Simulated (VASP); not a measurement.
Set up this calculation in VASP 6.6.1, as the native input.

| Property | Result |
| --- | --- |
| Task | single point |
| Functional | PBE |
| Potentials or basis | VASP PAW PBE potentials, release 64 (Zn) |
| Cutoff | 520 eV |
| k mesh | 24 × 24 × 10 |
| Occupations | gaussian, width 0.15 eV |
| Spin | no spin polarisation |
| Dipole correction | no |
| Further INCAR settings | ALGO = Fast; EDIFF = 1e-06; NBANDS = 19 |

The structure of Zn lies in POSCAR:

```
Zn
1.0
    2.6647980532      0.0000000000      0.0000000000
   -1.3323990266      2.3077828100      0.0000000000
    0.0000000000      0.0000000000      4.9467000000
Zn
2
Direct
    0.3116675163      0.6233350327      0.2500000000
    0.6666666667      0.3333333333      0.7500000000
```

This cell differs from its parent crystal: atom 1 (Zn) moved by (+0.000, -0.100) A along x and y.

These files were run (other wordings do the same):

INCAR

```
SYSTEM = Zn
ALGO     = Fast           ! electronic algorithm
EDIFF    = 1E-6           ! SCF threshold, eV
ENCUT    = 520            ! plane-wave cutoff, eV
GGA      = PE             ! functional
ISIF     = 2              ! what is computed and relaxed
ISMEAR   = 0              ! smearing method
LASPH    = .TRUE.         ! aspherical terms in the spheres
LCHARG   = .FALSE.        ! write CHGCAR
LREAL    = .FALSE.        ! projectors in reciprocal space
LWAVE    = .FALSE.        ! write WAVECAR
NBANDS   = 19             ! bands
NELM     = 60             ! most SCF steps
PREC     = Accurate       ! precision mode
SIGMA    = 0.15           ! smearing width, eV
```

KPOINTS

```
k-points
0
G
  24 24 10
  0 0 0
```

Potentials or basis: VASP PAW PBE potentials, release 64 (Zn).

Run with:

```console
$ cat potpaw_PBE.64/Zn/POTCAR > POTCAR
$ mpirun -np 1 vasp_std > vasp.out
```

It gave:

- Pressure: 0.2 GPa
- Largest force: 0.047 eV/Å
- Band gap on the k mesh: zero (band 12 reaches 4.57 eV, above the bottom of band 13 at 0.07 eV)

Caveat: the cell differs from its parent crystal (atom 1 (Zn) moved by (+0.000, -0.100) A along x and y).

Wall time 3.2 min on 1 thread of Intel(R) Xeon(R) 6975P-C (Granite Rapids) (shared host), peak memory 0.51 GiB.
